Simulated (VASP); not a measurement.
# ZrH (P4_2/mmc) in VASP: a series of runs, part 2 of 3

VASP 6.6.1. Earlier steps stand in the parts before.

### 4 Single point, PBEsol

This run uses another cell than the first one, of 10.60 Å³/atom.

INCAR

```
  ALGO = Normal
  EDIFF = 1E-6
  ENCUT = 520
  GGA = PS
  ISIF = 2
  ISMEAR = 0
  LASPH = T
  LCHARG = F
  LREAL = F
  LWAVE = F
  NBANDS = 21
  NELM = 100
  PREC = Accurate
  SIGMA = 0.1
```

KPOINTS

```
k-points
0
Gamma
  14 14 10
```

POSCAR

```
ZrH
1.0
    2.9585369932      0.0000000000      0.0000000000
    0.0000000000      2.9585369932      0.0000000000
    0.0000000000      0.0000000000      4.8440922524
Zr H
2 2
Direct
    0.0000000000      0.5000000000      0.0000000000
    0.5000000000      0.0000000000      0.5000000000
    0.0000000000      0.0000000000      0.7500000000
    0.0000000000      0.0000000000      0.2500000000
```

Potentials or basis: VASP PAW PBE potentials, release 64 (Zr_sv, H).

Run with:

```console
cat potpaw_PBE.64/Zr_sv/POTCAR potpaw_PBE.64/H/POTCAR > POTCAR
mpirun -np 1 vasp_std > vasp.out
```

OUTCAR:

```text
EDIFF = 1E-6
   ENCUT = 520
   GGA = PS
   ISIF = 2
   ISMEAR = 0
   LASPH = T
   LREAL = F
   NELM = 100
   PREC = Accurate

 ion  position               nearest neighbor table
   1  0.000  0.500  0.000-   3 1.91   4 1.91   3 1.91   4 1.91   2 3.20   2 3.20   2 3.20   2 3.20
                             2 3.20   2 3.20   2 3.20   2 3.20
   2  0.500  0.000  0.500-   3 1.91   4 1.91   3 1.91   4 1.91   1 3.20   1 3.20   1 3.20   1 3.20
                             1 3.20   1 3.20   1 3.20   1 3.20
   3  0.000  0.000  0.750-   1 1.91   2 1.91   1 1.91   2 1.91
   4  0.000  0.000  0.250-   1 1.91   2 1.91   1 1.91   2 1.91

  LATTYP: Found a simple tetragonal cell.
 ALAT       =     2.9585369932
 C/A-ratio  =     1.6373269165

  Lattice vectors:

 A1 = (   2.9585369932,   0.0000000000,   0.0000000000)
 A2 = (   0.0000000000,   2.9585369932,   0.0000000000)
 A3 = (   0.0000000000,   0.0000000000,   4.8440922524)

Analysis of symmetry for initial positions (statically):
=====================================================================
 Subroutine PRICEL returns:
 Original cell was already a primitive cell.

 Routine SETGRP: Setting up the symmetry group for a
 simple tetragonal supercell.

 Subroutine GETGRP returns: Found 16 space group operations
 (whereof  8 operations were pure point group operations)
 out of a pool of 16 trial point group operations.

The static configuration has the point symmetry D_2h.
 The point group associated with its full space group is D_4h.

Analysis of symmetry for dynamics (positions and initial velocities):
=====================================================================
 Subroutine PRICEL returns:
 Original cell was already a primitive cell.

 Routine SETGRP: Setting up the symmetry group for a
 simple tetragonal supercell.

 Subroutine GETGRP returns: Found 16 space group operations
 (whereof  8 operations were pure point group operations)
 out of a pool of 16 trial point group operations.

The dynamic configuration has the point symmetry D_2h.
 The point group associated with its full space group is D_4h.

 Subroutine INISYM returns: Found 16 space group operations
 (whereof  8 operations are pure point group operations),
 and found     1 'primitive' translations

----------------------------------------------------------------------------------------

                                     Primitive cell

  volume of cell :      42.4001

  direct lattice vectors                    reciprocal lattice vectors
     2.958536993  0.000000000  0.000000000     0.338004900  0.000000000  0.000000000
     0.000000000  2.958536993  0.000000000     0.000000000  0.338004900  0.000000000
     0.000000000  0.000000000  4.844092252     0.000000000  0.000000000  0.206437026

  length of vectors
     2.958536993  2.958536993  4.844092252     0.338004900  0.338004900  0.206437026

  position of ions in fractional coordinates (direct lattice)
     0.000000000  0.500000000  0.000000000
     0.500000000  0.000000000  0.500000000
     0.000000000  0.000000000  0.750000000
     0.000000000  0.000000000  0.250000000

  ion indices of the primitive-cell ions
   primitive index   ion index
                 1           1
[... 27 lines left out ...]

 Found    216 irreducible k-points:

 Following reciprocal coordinates:
            Coordinates               Weight
  0.000000  0.000000  0.000000      1.000000
  0.071429  0.000000  0.000000      4.000000
  0.142857  0.000000  0.000000      4.000000
  0.214286  0.000000  0.000000      4.000000
  0.285714  0.000000  0.000000      4.000000
  0.357143  0.000000  0.000000      4.000000
[... 16 lines left out ...]
  0.285714  0.214286  0.000000      8.000000
  0.357143  0.214286  0.000000      8.000000
 [... further k-points ...]
   k-points           NKPTS =    216   k-points in BZ     NKDIM =    216   number of bands    NBANDS=     21
   number of dos      NEDOS =    301   number of ions     NIONS =      4
   total plane-waves  NPLWV =  20736
   dimension x,y,z NGX =    24 NGY =   24 NGZ =   36
   dimension x,y,z NGXF=    48 NGYF=   48 NGZF=   72
   ions per type =               2   2
   NGX,Y,Z   is equivalent  to a cutoff of  13.49, 13.49, 12.35 a.u.
   NGXF,Y,Z  is equivalent  to a cutoff of  26.97, 26.97, 24.71 a.u.
 SYSTEM =  unknown system
   PREC   = accura    normal or accurate (medium, high low for compatibility)
   ISTART =      0    job   : 0-new  1-cont  2-samecut
   ICHARG =      2    charge: 1-file 2-atom 10-const
   ISPIN  =      1    spin polarized calculation?
   LNONCOLLINEAR =      F non collinear calculations
   LSORBIT =      F    spin-orbit coupling
   LASPH  =      T    aspherical Exc in radial PAW
   ENCUT  =  520.0 eV  38.22 Ry    6.18 a.u.   5.50  5.50  9.01*2*pi/ulx,y,z
   NELM   =    100;   NELMIN=  2; NELMDL= -5     # of ELM steps
   EDIFF  = 0.1E-05   stopping-criterion for ELM
   LREAL  =      F    real-space projection
   EDIFFG = 0.1E-04   stopping-criterion for IOM
   NSW    =      0    number of steps for IOM
   IBRION =     -1    ionic relax: 0-MD 1-quasi-New 2-CG
   NFREE  =      0    steps in history (QN), initial steepest desc. (CG)
   ISIF   =      2    stress and relaxation
   ISYM   =      2    0-nonsym 1-usesym 2-fastsym
   POTIM  = 0.5000    time-step for ionic-motion
   TEBEG  =    0.0;   TEEND  =   0.0 temperature during run
   PSTRESS=    0.0 pullay stress
   NELECT =      26.0000    total number of electrons
   NUPDOWN=      -1.0000    fix difference up-down
   EMIN   =  10.00;   EMAX   =-10.00  energy-range for DOS
   EFERMI =   0.00;   METHOD = LEGACY
   ISMEAR =     0;   SIGMA  =   0.10  broadening in eV -4-tet -1-fermi 0-gaus
   EFERMI_NEDOS =   21; number of points for ismear=-14 and -15
   IALGO  =     38    algorithm
   IMIX   =      4    mixing-type and parameters
     AMIX     =   0.40;   BMIX     =  1.00
     AMIX_MAG =   1.60;   BMIX_MAG =  1.00
  volume/ion in A,a.u.               =      10.60        71.53
  Fermi-wavevector in a.u.,A,eV,Ry     =   1.390840  2.628306 26.319595  1.934436
  Thomas-Fermi vector in A             =   2.514736
   LORBIT       =      0    0 simple, 1 ext, 2 COOP (PROOUT), +10 PAW based schemes
   GGA     = PS    functional components
   LHFCALC =     F    Hartree Fock is set to
   AEXX    =    0.0000 exact exchange contribution
   IVDW    =     0    specifies the selected vdW correction
   LEPSILON=     F    determine dielectric tensor
   LRPA    =     F    only Hartree local field effects (RPA)
 non-spin polarized calculation
 Gauss-broadening in eV      SIGMA  =   0.10
  energy-cutoff  :      520.00
  volume of cell :       42.40
 maximum number of plane-waves:      1170
 NGX is ok and might be reduce to    24
   NGX = 11   NGY = 11   NGZ = 19

 number of electron      26.0000000 magnetization

 Free energy of the ion-electron system (eV)
  ---------------------------------------------------
  ext. energy  EPLUGINS =         0.00000000
  ---------------------------------------------------
  free energy    TOTEN  =       -25.95990988 eV

  energy without entropy =      -25.94777777  energy(sigma->0) =      -25.95384383

 E-fermi :  10.2613     XC(G=0): -12.1134

 val. band max:       10.2552742236   @ k =   0.5000   0.0000   0.5000
 cond. band min:      10.2641400767   @ k =   0.2857   0.1429   0.5000
 fundamental gap:      0.0088658531
 Fermi energy:        10.2613046368

 k-point     1 :       0.0000    0.0000    0.0000
  band No.  band energies     occupation
      1     -37.9747      2.00000
      2     -37.7535      2.00000
      3     -16.7926      2.00000
      4     -15.6319      2.00000
      5     -15.6319      2.00000
      6     -15.4611      2.00000
[... 565 lines left out ...]
     20      18.5836      0.00000
     21      19.2730      0.00000

 [... further k-points ...]

------------------------ aborting loop because EDIFF is reached ----------------------------------------

  FORCE on cell =-STRESS in cart. coord.  units (eV):
  Direction    XX          YY          ZZ          XY          YZ          ZX
  --------------------------------------------------------------------------------------
  -------------------------------------------------------------------------------------
  Total        7.9624451      7.9624451      7.9680639      0.0000000      0.0000000      0.0000000
  in kB      300.8781286    300.8781286    301.0904494      0.0000000      0.0000000      0.0000000
  external PRESSURE =     300.9489022 kB  Pullay stress =       0.0000000 kB

 VOLUME and BASIS-vectors are now :
 -----------------------------------------------------------------------------
  energy-cutoff  :      520.00
  volume of cell :       42.40
      direct lattice vectors                 reciprocal lattice vectors
     2.958536993  0.000000000  0.000000000     0.338004900  0.000000000  0.000000000
     0.000000000  2.958536993  0.000000000     0.000000000  0.338004900  0.000000000
     0.000000000  0.000000000  4.844092252     0.000000000  0.000000000  0.206437026

 POSITION                                       TOTAL-FORCE (eV/Angst)
 -----------------------------------------------------------------------------------
      0.00000      1.47927      0.00000         0.000000     -0.000000      0.000000
      1.47927      0.00000      2.42205         0.000000     -0.000000      0.000000
      0.00000      0.00000      3.63307         0.000000     -0.000000     -0.000000
      0.00000      0.00000      1.21102        -0.000000      0.000000      0.000000
 -----------------------------------------------------------------------------------
    total drift:                                0.000000      0.000000     -0.000000

  FREE ENERGIE OF THE ION-ELECTRON SYSTEM (eV)
  ---------------------------------------------------
  free  energy   TOTEN  =       -25.9599098766 eV

  energy  without entropy=      -25.9477777744  energy(sigma->0) =      -25.95384383
```

OSZICAR:

```text
N       E                     dE             d eps       ncg     rms          rms(c)
DAV:   1     0.223514511185E+03    0.22351E+03   -0.14267E+04  9072   0.125E+03
DAV:   2    -0.108305551936E+02   -0.23435E+03   -0.22852E+03 10260   0.369E+02
DAV:   3    -0.275539516736E+02   -0.16723E+02   -0.16577E+02 16924   0.722E+01
DAV:   4    -0.278416857425E+02   -0.28773E+00   -0.28730E+00 10808   0.105E+01
DAV:   5    -0.278480219685E+02   -0.63362E-02   -0.63357E-02 13607   0.108E+00    0.295E+01
DAV:   6    -0.262408674864E+02    0.16072E+01   -0.21416E+00 10300   0.102E+01    0.125E+01
DAV:   7    -0.259461984383E+02    0.29467E+00   -0.13782E+00 12690   0.693E+00    0.131E+00
DAV:   8    -0.259597186834E+02   -0.13520E-01   -0.17054E-01 11958   0.238E+00    0.657E-01
DAV:   9    -0.259601595981E+02   -0.44091E-03   -0.44730E-03 11952   0.549E-01    0.125E-01
DAV:  10    -0.259599234701E+02    0.23613E-03   -0.18013E-04 10911   0.852E-02    0.497E-02
DAV:  11    -0.259599127080E+02    0.10762E-04   -0.51078E-05 11357   0.603E-02    0.691E-03
DAV:  12    -0.259599104076E+02    0.23004E-05   -0.46353E-06 10966   0.124E-02    0.306E-03
DAV:  13    -0.259599098766E+02    0.53098E-06   -0.19707E-07  5861   0.338E-03
   1 F= -.25959910E+02 E0= -.25953844E+02  d E =-.121321E-01
```

Wall time 1.8 min (1 thread of Intel Xeon 8259CL, shared host); peak memory 0.28 GiB.

Results:

- Free energy: -25.9599 eV
- Pressure: 30.1 GPa
- Band gap on the k mesh: zero (bands 13 and 14 overlap by 1.07 eV)

Caveat: the cell stands under pressure; the PAW data sets were made with another functional, which shifts forces and pressure a little.

### 5 Single point, PBEsol

This run uses another cell than the first one, of 13.03 Å³/atom.

INCAR

```
PREC     = Accurate       # precision mode
ENCUT    = 520            # plane-wave cutoff, eV
EDIFF    = 1E-7           # SCF threshold, eV
ISMEAR   = 0              # smearing method
SIGMA    = 0.1            # smearing width, eV
LREAL    = F              # projectors in reciprocal space
LASPH    = T              # aspherical terms in the spheres
NELM     = 100            # most SCF steps
ALGO     = Normal         # electronic algorithm
ISIF     = 2              # what is computed and relaxed
LWAVE    = F              # write WAVECAR
LCHARG   = F              # write CHGCAR
GGA      = PS             # functional
NBANDS   = 21             # bands
```

KPOINTS

```
regular mesh
0
Gamma
  14 14 8
```

POSCAR

```
ZrH
1.0
    3.2223752113      0.0000000000      0.0000000000
    0.0000000000      3.2223752113      0.0000000000
    0.0000000000      0.0000000000      5.0209193252
Zr H
2 2
Direct
    0.0000000000      0.5000000000      0.0000000000
    0.5000000000      0.0000000000      0.5000000000
    0.0000000000      0.0000000000      0.7500000000
    0.0000000000      0.0000000000      0.2500000000
```

Potentials or basis: VASP PAW PBE potentials, release 64 (Zr_sv, H).

Run with:

```console
cat potpaw_PBE.64/Zr_sv/POTCAR potpaw_PBE.64/H/POTCAR > POTCAR
mpirun -np 1 vasp_std > vasp.out
```

OUTCAR:

```text
PREC = Accurate
   ENCUT = 520
   EDIFF = 1E-7
   ISMEAR = 0
   LREAL = F
   LASPH = T
   NELM = 100
   ISIF = 2
   GGA = PS

 ion  position               nearest neighbor table
   1  0.000  0.500  0.000-   3 2.04   4 2.04   3 2.04   4 2.04   2 3.39   2 3.39   2 3.39   2 3.39
                             2 3.39   2 3.39   2 3.39   2 3.39
   2  0.500  0.000  0.500-   3 2.04   4 2.04   3 2.04   4 2.04   1 3.39   1 3.39   1 3.39   1 3.39
                             1 3.39   1 3.39   1 3.39   1 3.39
   3  0.000  0.000  0.750-   1 2.04   2 2.04   1 2.04   2 2.04
   4  0.000  0.000  0.250-   1 2.04   2 2.04   1 2.04   2 2.04

  LATTYP: Found a simple tetragonal cell.
 ALAT       =     3.2223752113
 C/A-ratio  =     1.5581423627

  Lattice vectors:

 A1 = (   3.2223752113,   0.0000000000,   0.0000000000)
 A2 = (   0.0000000000,   3.2223752113,   0.0000000000)
 A3 = (   0.0000000000,   0.0000000000,   5.0209193252)

Analysis of symmetry for initial positions (statically):
=====================================================================
 Subroutine PRICEL returns:
[... 177 lines left out ...]

 E-fermi :   8.0662     XC(G=0): -11.1531

 val. band max:        8.0653127466   @ k =   0.3571   0.0714   0.3750
 cond. band min:       8.0781736507   @ k =   0.2143   0.0714   0.1250
 fundamental gap:      0.0128609041
 Fermi energy:         8.0661713268

 k-point     1 :       0.0000    0.0000    0.0000
  band No.  band energies     occupation
      1     -40.7283      2.00000
      2     -40.6267      2.00000
      3     -19.1261      2.00000
      4     -18.6055      2.00000
      5     -18.6055      2.00000
      6     -18.4376      2.00000
[... 565 lines left out ...]
     20      14.4246      0.00000
     21      15.1539      0.00000

 [... further k-points ...]

------------------------ aborting loop because EDIFF is reached ----------------------------------------

  FORCE on cell =-STRESS in cart. coord.  units (eV):
  Direction    XX          YY          ZZ          XY          YZ          ZX
  --------------------------------------------------------------------------------------
  -------------------------------------------------------------------------------------
  Total       -0.9747290     -0.9747290     -0.9630420      0.0000000      0.0000000      0.0000000
  in kB      -29.9542901    -29.9542901    -29.5951352      0.0000000      0.0000000      0.0000000
  external PRESSURE =     -29.8345718 kB  Pullay stress =       0.0000000 kB

 VOLUME and BASIS-vectors are now :
 -----------------------------------------------------------------------------
  energy-cutoff  :      520.00
  volume of cell :       52.14
      direct lattice vectors                 reciprocal lattice vectors
     3.222375211  0.000000000  0.000000000     0.310330093  0.000000000  0.000000000
     0.000000000  3.222375211  0.000000000     0.000000000  0.310330093  0.000000000
     0.000000000  0.000000000  5.020919325     0.000000000  0.000000000  0.199166713

 POSITION                                       TOTAL-FORCE (eV/Angst)
 -----------------------------------------------------------------------------------
      0.00000      1.61119      0.00000         0.000000      0.000000     -0.000000
      1.61119      0.00000      2.51046         0.000000      0.000000     -0.000000
      0.00000      0.00000      3.76569        -0.000000     -0.000000      0.000000
      0.00000      0.00000      1.25523         0.000000      0.000000      0.000000
 -----------------------------------------------------------------------------------
    total drift:                                0.000000      0.000000     -0.000000

  FREE ENERGIE OF THE ION-ELECTRON SYSTEM (eV)
  ---------------------------------------------------
  free  energy   TOTEN  =       -26.6550137514 eV

  energy  without entropy=      -26.6465549874  energy(sigma->0) =      -26.65078437
```

It took 2 min on 1 thread of Intel Xeon 8259CL, shared host; peak memory 0.29 GiB.

Results:

```yaml
Free_energy: -26.6550 eV
Pressure: -3.0 GPa
Band_gap_on_the_k_mesh: zero (bands 13 and 14 overlap by 0.89 eV)
```

Caveat: the PAW data sets were made with another functional, which shifts forces and pressure a little.

### 6 Relaxation of cell and atoms, PBEsol, target pressure 15 GPa, at which the enthalpy is minimised

This run uses another cell than the first one, of 11.45 Å³/atom.

INCAR

```
SYSTEM = ZrH
PREC     = Accurate       ! precision mode
ENCUT    = 600            ! plane-wave cutoff, eV
EDIFF    = 1E-6           ! SCF threshold, eV
ISMEAR   = 0              ! smearing method
SIGMA    = 0.1            ! smearing width, eV
LREAL    = .FALSE.        ! projectors in reciprocal space
LASPH    = .TRUE.         ! aspherical terms in the spheres
NELM     = 60             ! most SCF steps
ALGO     = Normal         ! electronic algorithm
ISIF     = 3              ! what is computed and relaxed
LWAVE    = .FALSE.        ! write WAVECAR
LCHARG   = .FALSE.        ! write CHGCAR
GGA      = PS             ! functional
IBRION   = 2              ! ionic algorithm
NSW      = 70             ! ionic steps
EDIFFG   = -0.008         ! ionic threshold
PSTRESS  = 150.0
```

KPOINTS

```
Automatic mesh
0
G
  14 14 8
  0 0 0
```

POSCAR

```
ZrH
1.0
    3.0720218742      0.0000000000      0.0000000000
    0.0000000000      3.0720218742      0.0000000000
    0.0000000000      0.0000000000      4.8518999992
Zr H
2 2
Direct
    0.0000000000      0.5000000000      0.0000000000
    0.5000000000      0.0000000000      0.5000000000
    0.0000000000      0.0000000000      0.7500000000
    0.0000000000      0.0000000000      0.2500000000
```

Potentials or basis: VASP PAW PBE potentials, release 64 (Zr_sv, H).

Run with:

```console
cat potpaw_PBE.64/Zr_sv/POTCAR potpaw_PBE.64/H/POTCAR > POTCAR
mpirun -np 1 vasp_std > vasp.out
```

Run time: 7.1 min. Hardware: 1 thread of Intel Xeon 8259CL, shared host; peak memory 0.31 GiB.

It converged, with:

```yaml
Free_energy: -26.4509 eV
Relaxed_volume: 11.47 Å³/atom
Relaxed_cell: a = 3.065 Å, b = 3.065 Å, c = 4.885 Å, α = 90.00°, β = 90.00°, γ = 90.00°
Space_group_after_relaxing_to_0.1_Å: P4_2/mmc (No. 131)
Energy_change_on_relaxing_the_run_minimises_the_enthalpy: -2.7 meV/atom
Ionic_steps: 5
Pressure_after_relaxing: 15.0 GPa
Band_gap_on_the_k_mesh: zero (bands 13 and 14 overlap by 0.96 eV)
```

The path:
| step | energy change (eV) | largest force (eV/Å) | pressure (GPa) | volume (Å³) |
| --- | --- | --- | --- | --- |
| 1 | 0.0000 | 0.0000 | 15.54 | 45.79 |
| 2 | -0.0242 | 0.0000 | 14.52 | 46.04 |
| 3 | -0.0180 | 0.0000 | 14.78 | 45.98 |
| 4 | -0.0151 | 0.0000 | 14.87 | 45.94 |
| 5 | -0.0106 | 0.0000 | 15.00 | 45.89 |

Final structure:
```yaml
crystal:
  lattice:
    - [3.06518, 0.00000, 0.00000]
    - [0.00000, 3.06518, 0.00000]
    - [0.00000, 0.00000, 4.88461]
  atoms:
    - { symbol: Zr, position: [0.00000, 0.50000, 0.00000] }
    - { symbol: Zr, position: [0.50000, 0.00000, 0.50000] }
    - { symbol: H, position: [0.00000, 0.00000, 0.75000] }
    - { symbol: H, position: [0.00000, 0.00000, 0.25000] }
```

Levels at points of the mesh, in eV from the Fermi level:
| k point | band 10 | band 11 | band 12 | band 13 | band 14 | band 15 | band 16 | band 17 |
| --- | --- | --- | --- | --- | --- | --- | --- | --- |
| (0.00, 0.00, 0.00) | -3.37 | -3.37 | -3.11 | -0.17 | 0.98 | 0.98 | 2.23 | 4.27 |
| (0.50, 0.00, 0.00) | -5.79 | -1.77 | -0.96 | -0.57 | -0.30 | 2.04 | 2.31 | 2.82 |
| (0.50, 0.50, 0.00) | -3.34 | -3.34 | -3.34 | -2.19 | 3.80 | 4.38 | 4.97 | 4.97 |
| (0.00, 0.00, 0.50) | -6.84 | -1.96 | -1.96 | -0.23 | -0.23 | 2.27 | 2.27 | 2.90 |
| (0.50, 0.00, 0.50) | -3.65 | -3.03 | -0.36 | 0.09 | 0.93 | 1.00 | 1.47 | 4.66 |
| (0.50, 0.50, 0.50) | -5.61 | -2.37 | -2.37 | -0.29 | -0.29 | 1.75 | 1.75 | 6.39 |

Caveat: the cell is relaxed towards a set pressure, so the run minimises the enthalpy, not the energy; the PAW data sets were made with another functional, which shifts forces and pressure a little.

(Continued in part 3 of 3.)
